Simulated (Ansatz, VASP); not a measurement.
# BiTe in VASP and in Ansatz

```
Bi Te
1.0
     3.25119    3.25119    0.00000
    -3.25119    3.25119    0.00000
     0.00000    0.00000    6.30732
Bi Te
2 2
Direct
  0.00000 0.00000 0.00000
  0.50000 0.50000 0.50000
  0.50000 0.50000 0.00000
  0.00000 0.00000 0.50000
```

Change from the starting cell: strain along c alone, the other axes held, atoms relaxed: -3.0 %.

Alike in both runs: task single point; functional PBE; k mesh 12 × 12 × 8; occupations gaussian, width 0.1 eV; no spin polarisation.

```csv
,VASP,Ansatz
version,VASP 6.6.1,Ansatz 0.2.0
potentials or method,"VASP PAW PBE potentials, release 64 (Bi_d, Te), cutoff 520 eV","scalar-relativistic, plane waves, PAW"
valence electrons in the cell,42,62
```

```tsv
	VASP	Ansatz	Ansatz less VASP
gap on the k mesh at the Fermi level (eV)	none	none	-
pressure (GPa)	1.6	1.6	+0.03
traceless stress, the component that is largest in VASP (GPa)	2.20	2.20	-0.001
```

A gap of «none» marks a metal or a gap that the smearing closes. VASP's potentials hold 42 valence electrons a cell and Ansatz's 62, so a difference there can come from the potentials and not from the codes.

Spin-orbit coupling is off throughout.
